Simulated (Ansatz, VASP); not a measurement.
CoMo in VASP and in Ansatz

```
Co Mo
1.0
     2.41541    0.00000    0.00000
    -1.20771    2.09181    0.00000
     0.00000    0.00000    3.74970
Co Mo
1 1
Direct
  0.66667 0.33333 0.50000
  0.33333 0.66667 0.00000
```

Change from the starting cell: volume scaled by 0.72, no spin polarisation, PAW files.

Alike in both runs: task single point; functional LDA; k mesh 14 × 14 × 8; occupations fermi-dirac, width 0.05 eV; no spin polarisation.

```csv
,VASP,Ansatz
version,VASP 6.6.1,Ansatz 0.2.0
potentials or method,"VASP PAW LDA potentials, release 64 (Co, Mo_sv)","PAW with Ansatz's default frozen-core files, scalar-relativistic"
plane-wave cutoff (eV),520,420
valence electrons in the cell,23,31
```

```tsv
	VASP	Ansatz	Ansatz less VASP
pressure (GPa)	139.0	136.8	-2.23
traceless stress, the component that is largest in VASP (GPa)	4.05	4.72	+0.671
```

LDA's correlation is that of Perdew and Zunger in VASP and of Perdew and Wang (1992) in Ansatz. Both programs put the cell under a high pressure, so it lies far from rest at this level. VASP's potentials hold 23 valence electrons a cell and Ansatz's 31, so a difference there can come from the potentials and not from the codes.

Noted on VASP's run: the cell as given lies far from equilibrium.
